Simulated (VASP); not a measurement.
# ZnF2 (P4_2/mnm) in VASP: a series of runs

ZnF2 is run at these levels: r2SCAN; tasks: single point.

All numbers are computed with VASP 6.6.1; they aren't measurements. Logs are shortened: lines on timing, memory, paths and dates and some standing lists are left out, and cuts for length are marked.

**1. The cell of the first run**

The structure is tetragonal, space group P4_2/mnm (No. 136). Conventional cell: a = 4.702 Å, b = 4.702 Å, c = 3.128 Å, α = 90.00°, β = 90.00°, γ = 90.00°. Within 2.7 Å of Zn (site symmetry mmm) lie 6 F at 2.02 to 2.04 Å. Within 2.7 Å of F (site symmetry m2m) lie 3 Zn at 2.02 to 2.04 Å and 1 F at 2.62 Å.

**2. Single point, r2SCAN**

POSCAR reads:

```
ZnF2
1.0
    4.7020689692      0.0000000000      0.0000000000
    0.0000000000      4.7020689692      0.0000000000
    0.0000000000      0.0000000000      3.1283949104
Zn F
2 4
Direct
    0.0000000000      0.0000000000      0.0000000000
    0.5000000000      0.5000000000      0.5000000000
    0.3032248209      0.3032248209      0.0000000000
    0.1967751791      0.8032248209      0.5000000000
    0.6967751791      0.6967751791      0.0000000000
    0.8032248209      0.1967751791      0.5000000000
```

INCAR.step1 reads:

```
PREC = Accurate
ENCUT = 660
ISMEAR = 0
SIGMA = 0.02
LREAL = False
LASPH = True
NELM = 120
NBANDS = 35
GGA = PE
ALGO = Normal
EDIFF = 1E-5
LWAVE = True
LCHARG = False
GGA_COMPAT = False
```

INCAR.step2 reads:

```
PREC = Accurate
ENCUT = 660
EDIFF = 1E-6
ISMEAR = 0
SIGMA = 0.02
LREAL = False
LASPH = True
NELM = 120
ALGO = Normal
ISIF = 2
LWAVE = False
LCHARG = False
METAGGA = R2SCAN
LMIXTAU = True
NBANDS = 35
ISTART = 1
GGA_COMPAT = False
```

KPOINTS reads:

```
Automatic mesh
0
Gamma
  6 6 8
```

Potentials or basis: VASP PAW PBE potentials, release 64 (Zn, F).

Started as:

```bash
cat potpaw_PBE.64/Zn/POTCAR potpaw_PBE.64/F/POTCAR > POTCAR
cp INCAR.step1 INCAR
mpirun -np 1 vasp_std > vasp.out
cp INCAR.step2 INCAR
mpirun -np 1 vasp_std > vasp.out
```

OUTCAR:

```text
PREC = Accurate
   ENCUT = 660
   EDIFF = 1E-6
   ISMEAR = 0
   LREAL = False
   LASPH = True
   NELM = 120
   ISIF = 2
   METAGGA = R2SCAN
   ISTART = 1

 ion  position               nearest neighbor table
   1  0.000  0.000  0.000-   3 2.02   5 2.02   4 2.04   6 2.04   4 2.04   6 2.04
   2  0.500  0.500  0.500-   4 2.02   6 2.02   5 2.04   3 2.04   3 2.04   5 2.04
   3  0.303  0.303  0.000-   1 2.02   2 2.04   2 2.04
   4  0.197  0.803  0.500-   2 2.02   1 2.04   1 2.04
   5  0.697  0.697  0.000-   1 2.02   2 2.04   2 2.04
   6  0.803  0.197  0.500-   2 2.02   1 2.04   1 2.04

  LATTYP: Found a simple tetragonal cell.
 ALAT       =     4.7020689692
 C/A-ratio  =     0.6653230590

  Lattice vectors:

 A1 = (   4.7020689692,   0.0000000000,   0.0000000000)
 A2 = (   0.0000000000,   4.7020689692,   0.0000000000)
 A3 = (   0.0000000000,   0.0000000000,   3.1283949104)

Analysis of symmetry for initial positions (statically):
=====================================================================
 Subroutine PRICEL returns:
 Original cell was already a primitive cell.

 Routine SETGRP: Setting up the symmetry group for a
 simple tetragonal supercell.

 Subroutine GETGRP returns: Found 16 space group operations
 (whereof  8 operations were pure point group operations)
 out of a pool of 16 trial point group operations.

The static configuration has the point symmetry D_2h.
 The point group associated with its full space group is D_4h.

Analysis of symmetry for dynamics (positions and initial velocities):
=====================================================================
 Subroutine PRICEL returns:
 Original cell was already a primitive cell.

 Routine SETGRP: Setting up the symmetry group for a
 simple tetragonal supercell.

 Subroutine GETGRP returns: Found 16 space group operations
 (whereof  8 operations were pure point group operations)
 out of a pool of 16 trial point group operations.

The dynamic configuration has the point symmetry D_2h.
 The point group associated with its full space group is D_4h.

 Subroutine INISYM returns: Found 16 space group operations
 (whereof  8 operations are pure point group operations),
 and found     1 'primitive' translations

----------------------------------------------------------------------------------------

                                     Primitive cell

  volume of cell :      69.1671

  direct lattice vectors                    reciprocal lattice vectors
     4.702068969  0.000000000  0.000000000     0.212672338  0.000000000  0.000000000
     0.000000000  4.702068969  0.000000000     0.000000000  0.212672338  0.000000000
     0.000000000  0.000000000  3.128394910     0.000000000  0.000000000  0.319652738

  length of vectors
     4.702068969  4.702068969  3.128394910     0.212672338  0.212672338  0.319652738

  position of ions in fractional coordinates (direct lattice)
     0.000000000  0.000000000  0.000000000
     0.500000000  0.500000000  0.500000000
     0.303224821  0.303224821  0.000000000
     0.196775179  0.803224821  0.500000000
     0.696775179  0.696775179  0.000000000
     0.803224821  0.196775179  0.500000000

  ion indices of the primitive-cell ions
   primitive index   ion index
                 1           1
                 2           2
                 3           3
                 4           4
                 5           5
                 6           6

----------------------------------------------------------------------------------------

 KPOINTS: Automatic mesh

Automatic generation of k-mesh.
 Grid dimensions read from file:
 generate k-points for:    6    6    8

 Generating k-lattice:

  Cartesian coordinates                     Fractional coordinates (reciprocal lattice)
     0.035445390  0.000000000  0.000000000     0.166666667  0.000000000  0.000000000
     0.000000000  0.035445390  0.000000000     0.000000000  0.166666667  0.000000000
     0.000000000  0.000000000  0.039956592     0.000000000  0.000000000  0.125000000

  Length of vectors
     0.035445390  0.035445390  0.039956592

  Shift w.r.t. Gamma in fractional coordinates (k-lattice)
     0.000000000  0.000000000  0.000000000

 Subroutine IBZKPT returns following result:
 ===========================================

 Found     50 irreducible k-points:

 Following reciprocal coordinates:
            Coordinates               Weight
  0.000000  0.000000  0.000000      1.000000
  0.166667  0.000000  0.000000      4.000000
  0.333333  0.000000  0.000000      4.000000
  0.500000  0.000000  0.000000      2.000000
  0.166667  0.166667  0.000000      4.000000
  0.333333  0.166667  0.000000      8.000000
[... 16 lines left out ...]
  0.333333  0.000000  0.250000      8.000000
  0.500000  0.000000  0.250000      4.000000
 [... further k-points ...]
   k-points           NKPTS =     50   k-points in BZ     NKDIM =     50   number of bands    NBANDS=     35
   number of dos      NEDOS =    301   number of ions     NIONS =      6
   total plane-waves  NPLWV =  44800
   dimension x,y,z NGX =    40 NGY =   40 NGZ =   28
   dimension x,y,z NGXF=    80 NGYF=   80 NGZF=   56
   ions per type =               2   4
   NGX,Y,Z   is equivalent  to a cutoff of  14.14, 14.14, 14.88 a.u.
   NGXF,Y,Z  is equivalent  to a cutoff of  28.28, 28.28, 29.76 a.u.
 SYSTEM =  unknown system
   PREC   = accura    normal or accurate (medium, high low for compatibility)
   ISTART =      1    job   : 0-new  1-cont  2-samecut
   ICHARG =      0    charge: 1-file 2-atom 10-const
   ISPIN  =      1    spin polarized calculation?
   LNONCOLLINEAR =      F non collinear calculations
   LSORBIT =      F    spin-orbit coupling
   LASPH  =      T    aspherical Exc in radial PAW
   ENCUT  =  660.0 eV  48.51 Ry    6.96 a.u.   9.85  9.85  6.55*2*pi/ulx,y,z
   NELM   =    120;   NELMIN=  2; NELMDL=  0     # of ELM steps
   EDIFF  = 0.1E-05   stopping-criterion for ELM
   LREAL  =      F    real-space projection
   EDIFFG = 0.1E-04   stopping-criterion for IOM
   NSW    =      0    number of steps for IOM
   IBRION =     -1    ionic relax: 0-MD 1-quasi-New 2-CG
   NFREE  =      0    steps in history (QN), initial steepest desc. (CG)
   ISIF   =      2    stress and relaxation
   ISYM   =      2    0-nonsym 1-usesym 2-fastsym
   POTIM  = 0.5000    time-step for ionic-motion
   TEBEG  =    0.0;   TEEND  =   0.0 temperature during run
   PSTRESS=    0.0 pullay stress
   NELECT =      52.0000    total number of electrons
   NUPDOWN=      -1.0000    fix difference up-down
   EMIN   =  10.00;   EMAX   =-10.00  energy-range for DOS
   EFERMI =   0.00;   METHOD = LEGACY
   ISMEAR =     0;   SIGMA  =   0.02  broadening in eV -4-tet -1-fermi 0-gaus
   EFERMI_NEDOS =   21; number of points for ismear=-14 and -15
   IALGO  =     38    algorithm
   IMIX   =      4    mixing-type and parameters
     AMIX     =   0.40;   BMIX     =  1.00
     AMIX_MAG =   1.60;   BMIX_MAG =  1.00
  volume/ion in A,a.u.               =      11.53        77.79
  Fermi-wavevector in a.u.,A,eV,Ry     =   1.488593  2.813034 30.149291  2.215910
  Thomas-Fermi vector in A             =   2.601608
   LORBIT       =      0    0 simple, 1 ext, 2 COOP (PROOUT), +10 PAW based schemes
   METAGGA = R2SCAN    functional components
   LHFCALC =     F    Hartree Fock is set to
   AEXX    =    0.0000 exact exchange contribution
   IVDW    =     0    specifies the selected vdW correction
   LEPSILON=     F    determine dielectric tensor
   LRPA    =     F    only Hartree local field effects (RPA)
 non-spin polarized calculation
 Gauss-broadening in eV      SIGMA  =   0.02
  energy-cutoff  :      660.00
  volume of cell :       69.17
 maximum number of plane-waves:      2696
 NGX is ok and might be reduce to    40
   NGX = 19   NGY = 19   NGZ = 13

 number of electron      52.0000010 magnetization

 Free energy of the ion-electron system (eV)
  ---------------------------------------------------
  ext. energy  EPLUGINS =         0.00000000
  ---------------------------------------------------
  free energy    TOTEN  =       -45.68695367 eV

  energy without entropy =      -45.68695367  energy(sigma->0) =      -45.68695367

 E-fermi :  -1.4212     XC(G=0): -10.9700

 val. band max:       -1.6101197114   @ k =   0.0000   0.0000   0.0000
 cond. band min:       2.6083074407   @ k =   0.0000   0.0000   0.0000
 fundamental gap:      4.2184271521
 Fermi energy:        -1.4211617177

 k-point     1 :       0.0000    0.0000    0.0000
  band No.  band energies     occupation
      1     -24.7507      2.00000
      2     -24.0079      2.00000
      3     -24.0079      2.00000
      4     -23.9702      2.00000
      5      -7.9099      2.00000
      6      -7.0736      2.00000
[... 27 lines left out ...]
     34      14.4950      0.00000
     35      14.4950      0.00000

 k-point     2 :       0.1667    0.0000    0.0000
  band No.  band energies     occupation
      1     -24.7096      2.00000
      2     -24.0977      2.00000
      3     -23.9992      2.00000
      4     -23.9354      2.00000
      5      -7.7766      2.00000
      6      -7.0284      2.00000
[... 27 lines left out ...]
     34      14.8712      0.00000
     35      15.0059      0.00000

 k-point     3 :       0.3333    0.0000    0.0000
  band No.  band energies     occupation
      1     -24.5949      2.00000
      2     -24.2523      2.00000
      3     -23.9762      2.00000
      4     -23.9290      2.00000
      5      -7.4229      2.00000
      6      -6.9374      2.00000
[... 27 lines left out ...]
     34      15.5177      0.00000
     35      15.5852      0.00000
[... 723 lines left out ...]
 k-point    23 :       0.3333    0.0000    0.2500
  band No.  band energies     occupation
      1     -24.4441      2.00000
      2     -24.1812      2.00000
      3     -23.9729      2.00000
      4     -23.9558      2.00000
      5      -7.0819      2.00000
      6      -6.6633      2.00000
[... 27 lines left out ...]
     34      13.8823      0.00000
     35      14.3529      0.00000

 k-point    24 :       0.5000    0.0000    0.2500
  band No.  band energies     occupation
      1     -24.3162      2.00000
      2     -24.3162      2.00000
      3     -23.9621      2.00000
      4     -23.9621      2.00000
      5      -6.7298      2.00000
      6      -6.7298      2.00000
[... 27 lines left out ...]
     34      13.4452      0.00000
     35      15.5981      0.00000

 [... further k-points ...]

------------------------ aborting loop because EDIFF is reached ----------------------------------------

  FORCE on cell =-STRESS in cart. coord.  units (eV):
  Direction    XX          YY          ZZ          XY          YZ          ZX
  --------------------------------------------------------------------------------------
  -------------------------------------------------------------------------------------
  Total        0.1133066      0.1133066      0.1903896      0.0000000      0.0000000      0.0000000
  in kB        2.6246197      2.6246197      4.4101587      0.0000000      0.0000000      0.0000000
  external PRESSURE =       3.2197994 kB  Pullay stress =       0.0000000 kB

 VOLUME and BASIS-vectors are now :
 -----------------------------------------------------------------------------
  energy-cutoff  :      660.00
  volume of cell :       69.17
      direct lattice vectors                 reciprocal lattice vectors
     4.702068969  0.000000000  0.000000000     0.212672338  0.000000000  0.000000000
     0.000000000  4.702068969  0.000000000     0.000000000  0.212672338  0.000000000
     0.000000000  0.000000000  3.128394910     0.000000000  0.000000000  0.319652738

 POSITION                                       TOTAL-FORCE (eV/Angst)
 -----------------------------------------------------------------------------------
      0.00000      0.00000      0.00000        -0.000000     -0.000000      0.000000
      2.35103      2.35103      1.56420        -0.000000     -0.000000      0.000000
      1.42578      1.42578      0.00000        -0.010994     -0.010994     -0.000000
      0.92525      3.77682      1.56420         0.010994     -0.010994     -0.000000
      3.27628      3.27628      0.00000         0.010994      0.010994      0.000000
      3.77682      0.92525      1.56420        -0.010994      0.010994      0.000000
 -----------------------------------------------------------------------------------
    total drift:                                0.000000     -0.000000     -0.000000

  FREE ENERGIE OF THE ION-ELECTRON SYSTEM (eV)
  ---------------------------------------------------
  free  energy   TOTEN  =       -45.6869536740 eV

  energy  without entropy=      -45.6869536740  energy(sigma->0) =      -45.68695367
```

It took 5.2 min on 1 thread of AMD EPYC 9R45 (Zen 5), shared host; peak memory 0.27 GiB.

Results:

```yaml
Free_energy: -45.6870 eV
Pressure: 0.3 GPa
Largest_force: 0.016 eV/Å
Band_gap_on_the_k_mesh: 4.22 eV
```

Forces on the atoms (eV/Å):
```
Zn   0.000  0.000  0.000
Zn   0.000  0.000  0.000
F   -0.011 -0.011  0.000
F    0.011 -0.011  0.000
F    0.011  0.011  0.000
F   -0.011  0.011  0.000
```

Stress tensor (GPa, compression positive):
```
0.26 0.00 0.00
0.00 0.26 0.00
0.00 0.00 0.44
```

Caveat: the PAW data sets were made with another functional, which shifts forces and pressure a little.

(Continued in part 2 of 2.)
